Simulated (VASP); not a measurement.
# TiTe2 (P-3m1) in VASP: relaxation of volume and atoms at fixed shape with PBE

Aim: the relaxation of volume and atoms at fixed shape of TiTe2 with PBE.

Everything below comes from runs of VASP 6.6.1. Logs are shortened: lines on timing, memory, paths and dates and some standing lists are left out, and cuts for length are marked.

**1. The cell of the first run**

It takes space group P-3m1 (No. 164, trigonal). Conventional cell: a = 3.777 Å, b = 3.777 Å, c = 6.498 Å, α = 90.00°, β = 90.00°, γ = 120.00°. Within 3.8 Å of Ti (site symmetry -3m) lie 6 Te at 2.77 Å and 6 Ti at 3.78 Å. Te (site symmetry 3m) has 3 Ti at 2.77 Å and 9 Te at 3.78 Å within 3.8 Å.

**2. Relaxation of volume and atoms at fixed shape, PBE**

Contents of INCAR:

```
SYSTEM = TiTe2
PREC = Accurate
ENCUT = 500
EDIFF = 1E-7
ISMEAR = 0
SIGMA = 0.05
LREAL = .FALSE.
LASPH = .TRUE.
NELM = 120
ALGO = Normal
ISIF = 8
LWAVE = .FALSE.
LCHARG = .FALSE.
GGA = PE
IBRION = 2
NSW = 50
EDIFFG = -0.01
GGA_COMPAT = .FALSE.
NELMIN = 4
```

Contents of KPOINTS:

```
regular mesh
0
G
  14 14 7
  0 0 0
```

Contents of POSCAR:

```
TiTe2
1.0
    3.7770000000      0.0000000000      0.0000000000
   -1.8885000000      3.2709780000      0.0000000000
    0.0000000000      0.0000000000      6.4980000000
Ti Te
1 2
Direct
    0.0000000000      0.0000000000      0.0000000000
    0.6666666667      0.3333333333      0.2628000000
    0.3333333333      0.6666666667      0.7372000000
```

Potentials or basis: VASP PAW PBE potentials, release 64 (Ti_sv, Te).

The run is started by

```
$ cat potpaw_PBE.64/Ti_sv/POTCAR potpaw_PBE.64/Te/POTCAR > POTCAR
$ mpirun -np 1 vasp_std > vasp.out
```

OUTCAR:

```text
SYSTEM = TiTe2
   PREC = Accurate
   ENCUT = 500
   EDIFF = 1E-7
   ISMEAR = 0
   LREAL = .FALSE.
   LASPH = .TRUE.
   NELM = 120
   ISIF = 8
   GGA = PE
   IBRION = 2
   NSW = 50
   EDIFFG = -0.01
   NELMIN = 4

 ion  position               nearest neighbor table
   1  0.000  0.000  0.000-   2 2.77   3 2.77   2 2.77   3 2.77   2 2.77   3 2.77
   2  0.667  0.333  0.263-   1 2.77   1 2.77   1 2.77
   3  0.333  0.667  0.737-   1 2.77   1 2.77   1 2.77

  LATTYP: Found a hexagonal cell.
 ALAT       =     3.7770000000
 C/A-ratio  =     1.7204130262

  Lattice vectors:

 A1 = (   3.7770000000,   0.0000000000,   0.0000000000)
 A2 = (  -1.8885000000,   3.2709780000,   0.0000000000)
 A3 = (   0.0000000000,   0.0000000000,   6.4980000000)

Analysis of symmetry for initial positions (statically):
=====================================================================
 Subroutine PRICEL returns:
 Original cell was already a primitive cell.

 Routine SETGRP: Setting up the symmetry group for a
 hexagonal supercell.

 Subroutine GETGRP returns: Found 12 space group operations
 (whereof 12 operations were pure point group operations)
 out of a pool of 24 trial point group operations.

The static configuration has the point symmetry D_3d.

Analysis of symmetry for dynamics (positions and initial velocities):
=====================================================================
 Subroutine PRICEL returns:
 Original cell was already a primitive cell.

 Routine SETGRP: Setting up the symmetry group for a
 hexagonal supercell.

 Subroutine GETGRP returns: Found 12 space group operations
 (whereof 12 operations were pure point group operations)
 out of a pool of 24 trial point group operations.

The dynamic configuration has the point symmetry D_3d.

 Subroutine INISYM returns: Found 12 space group operations
 (whereof 12 operations are pure point group operations),
 and found     1 'primitive' translations

----------------------------------------------------------------------------------------

                                     Primitive cell

  volume of cell :      80.2794
[... 90 lines left out ...]
   NELM   =    120;   NELMIN=  4; NELMDL= -5     # of ELM steps
   EDIFF  = 0.1E-06   stopping-criterion for ELM
   LREAL  =      F    real-space projection
   EDIFFG = -.1E-01   stopping-criterion for IOM
   NSW    =     50    number of steps for IOM
   IBRION =      2    ionic relax: 0-MD 1-quasi-New 2-CG
   NFREE  =      1    steps in history (QN), initial steepest desc. (CG)
   ISIF   =      8    stress and relaxation
   ISYM   =      2    0-nonsym 1-usesym 2-fastsym
   POTIM  = 0.5000    time-step for ionic-motion
   TEBEG  =    0.0;   TEEND  =   0.0 temperature during run
   PSTRESS=    0.0 pullay stress
   NELECT =      24.0000    total number of electrons
   NUPDOWN=      -1.0000    fix difference up-down
   EMIN   =  10.00;   EMAX   =-10.00  energy-range for DOS
   EFERMI =   0.00;   METHOD = LEGACY
   ISMEAR =     0;   SIGMA  =   0.05  broadening in eV -4-tet -1-fermi 0-gaus
   EFERMI_NEDOS =   21; number of points for ismear=-14 and -15
   IALGO  =     38    algorithm
   IMIX   =      4    mixing-type and parameters
     AMIX     =   0.40;   BMIX     =  1.00
     AMIX_MAG =   1.60;   BMIX_MAG =  1.00
  volume/ion in A,a.u.               =      26.76       180.58
  Fermi-wavevector in a.u.,A,eV,Ry     =   1.094655  2.068597 16.303438  1.198269
  Thomas-Fermi vector in A             =   2.230964
   LORBIT       =      0    0 simple, 1 ext, 2 COOP (PROOUT), +10 PAW based schemes
   GGA     = PE    functional components
   LHFCALC =     F    Hartree Fock is set to
   AEXX    =    0.0000 exact exchange contribution
   IVDW    =     0    specifies the selected vdW correction
   LEPSILON=     F    determine dielectric tensor
   LRPA    =     F    only Hartree local field effects (RPA)
 conjugate gradient relaxation of ions
 non-spin polarized calculation
 Gauss-broadening in eV      SIGMA  =   0.05
  energy-cutoff  :      500.00
  volume of cell :       80.28
 maximum number of plane-waves:      2062
   NGX = 13   NGY = 13   NGZ = 23

--------------------------------------- Ionic step        1  -------------------------------------------

 number of electron      23.9999998 magnetization

 Free energy of the ion-electron system (eV)
  ---------------------------------------------------
  ext. energy  EPLUGINS =         0.00000000
  ---------------------------------------------------
  free energy    TOTEN  =       -16.20387228 eV

  energy without entropy =      -16.20192723  energy(sigma->0) =      -16.20289976

------------------------ aborting loop because EDIFF is reached ----------------------------------------

  FORCE on cell =-STRESS in cart. coord.  units (eV):
  Direction    XX          YY          ZZ          XY          YZ          ZX
  --------------------------------------------------------------------------------------
  -------------------------------------------------------------------------------------
  Total        0.2811882      0.2811882      0.7980356      0.0000000      0.0000000      0.0000000
  in kB        5.6118158      5.6118160     15.9268012      0.0000000      0.0000000      0.0000000
  external PRESSURE =       9.0501443 kB  Pullay stress =       0.0000000 kB
[... 172 lines left out ...]
--------------------------------------- Ionic step        6  -------------------------------------------

 number of electron      24.0000002 magnetization

 Free energy of the ion-electron system (eV)
  ---------------------------------------------------
  ext. energy  EPLUGINS =         0.00000000
  ---------------------------------------------------
  free energy    TOTEN  =       -16.20849962 eV

  energy without entropy =      -16.20652933  energy(sigma->0) =      -16.20751448

 E-fermi :   6.5716     XC(G=0):  -9.7419

 val. band max:        6.5708113298   @ k =   0.2857   0.0000   0.1429
 cond. band min:       6.5800949555   @ k =   0.0000   0.3571   0.4286
 fundamental gap:      0.0092836256
 Fermi energy:         6.5715615131

 k-point     1 :       0.0000    0.0000    0.0000
  band No.  band energies     occupation
      1     -50.9973      2.00000
      2     -27.2530      2.00000
      3     -27.2530      2.00000
      4     -27.2061      2.00000
      5      -5.7421      2.00000
      6      -4.3072      2.00000
[... 433 lines left out ...]
      3     -27.2761      2.00000
      4     -27.1963      2.00000
      5      -3.8429      2.00000
      6      -3.7704      2.00000
[... 8 lines left out ...]
     15       7.9154      0.00000
     16       8.5201      0.00000

 [... further k-points ...]
[... 5 lines left out ...]
  --------------------------------------------------------------------------------------
  -------------------------------------------------------------------------------------
  Total       -0.2103571     -0.2103572      0.4336337      0.0000000      0.0000000      0.0000000
  in kB       -4.1005750     -4.1005751      8.4529928      0.0000000      0.0000000      0.0000000
  external PRESSURE =       0.0839476 kB  Pullay stress =       0.0000000 kB
[... 18 lines left out ...]
  FREE ENERGIE OF THE ION-ELECTRON SYSTEM (eV)
  ---------------------------------------------------
  free  energy   TOTEN  =       -16.2084996208 eV

  energy  without entropy=      -16.2065293339  energy(sigma->0) =      -16.20751448

 reached required accuracy - stopping structural energy minimisation
```

OSZICAR:

```text
N       E                     dE             d eps       ncg     rms          rms(c)
DAV:   1     0.173981385678E+03    0.17398E+03   -0.10754E+04  4608   0.135E+03
DAV:   2    -0.175928903906E+01   -0.17574E+03   -0.17425E+03  5000   0.333E+02
DAV:   3    -0.180343185515E+02   -0.16275E+02   -0.15928E+02  7920   0.907E+01
[... 69 lines left out ...]
DAV:   6    -0.162084987165E+02   -0.10541E-04   -0.25589E-05  7632   0.335E-02    0.126E-02
DAV:   7    -0.162084997126E+02   -0.99610E-06   -0.94048E-06  6296   0.169E-02    0.212E-03
DAV:   8    -0.162084997707E+02   -0.58030E-07   -0.15964E-06  6856   0.753E-03    0.318E-03
DAV:   9    -0.162084996368E+02    0.13385E-06   -0.83100E-08  2784   0.211E-03    0.150E-03
DAV:  10    -0.162084996208E+02    0.15992E-07   -0.91321E-08  2416   0.219E-03
   6 F= -.16208500E+02 E0= -.16207514E+02  d E =-.157949E-02
```

CONTCAR:

```text
TiTe2
   1.00000000000000
     3.8067402523975846    0.0000000000000000    0.0000000000000000
    -1.9033701261987923    3.2967338144842322    0.0000000000000000
     0.0000000000000000    0.0000000000000000    6.5491655176276149
  Ti              Te
     1     2
Direct
     0.0000000000000000    0.0000000000000000    0.0000000000000000
     0.6666666667000030    0.3333333332999970    0.2601456213504977
     0.3333333332999970    0.6666666667000030    0.7398543786495024

  0.00000000E+00  0.00000000E+00  0.00000000E+00
  0.00000000E+00  0.00000000E+00  0.00000000E+00
  0.00000000E+00  0.00000000E+00  0.00000000E+00
```

Run time: 11 min. Hardware: 1 thread of Oxide Virtual Turin-like, shared host; peak memory 0.3 GiB.

What came out:

| Item | Value |
| --- | --- |
| Free energy | -16.2085 eV |
| Relaxed volume | 27.40 Å³/atom |
| Relaxed cell | a = 3.807 Å, b = 3.807 Å, c = 6.549 Å, α = 90.00°, β = 90.00°, γ = 120.00° |
| Space group after relaxing (to 0.1 Å) | P-3m1 (No. 164) |
| Energy gained by relaxing | 1.5 meV/atom |
| Ionic steps | 6 |
| Pressure after relaxing | 0.0 GPa |
| Band gap on the k mesh | zero (bands 12 and 13 overlap by 0.58 eV) |

The path:
| step | energy change (eV) | largest force (eV/Å) | pressure (GPa) | volume (Å³) |
| --- | --- | --- | --- | --- |
| 1 | 0.0000 | 0.0402 | 0.91 | 80.28 |
| 2 | -0.0018 | 0.1571 | -0.51 | 82.05 |
| 3 | -0.0030 | 0.0812 | 0.03 | 81.35 |
| 4 | -0.0036 | 0.0655 | 0.03 | 81.51 |
| 5 | -0.0045 | 0.0191 | 0.01 | 81.99 |
| 6 | -0.0046 | 0.0006 | 0.01 | 82.19 |

Final structure:
```
CELL_PARAMETERS angstrom
3.80674 0.00000 0.00000
-1.90337 3.29673 0.00000
0.00000 0.00000 6.54917
ATOMIC_POSITIONS crystal
Ti 0.00000 0.00000 0.00000
Te 0.66667 0.33333 0.26015
Te 0.33333 0.66667 0.73985
```

Caveat: spin-orbit coupling is left out, which moves the levels of the heavy elements; this functional lacks dispersion, which binds layers or chains, so the pressure and a relaxed spacing across them are unreliable. PBE usually gives volumes a little too large and moduli too small.
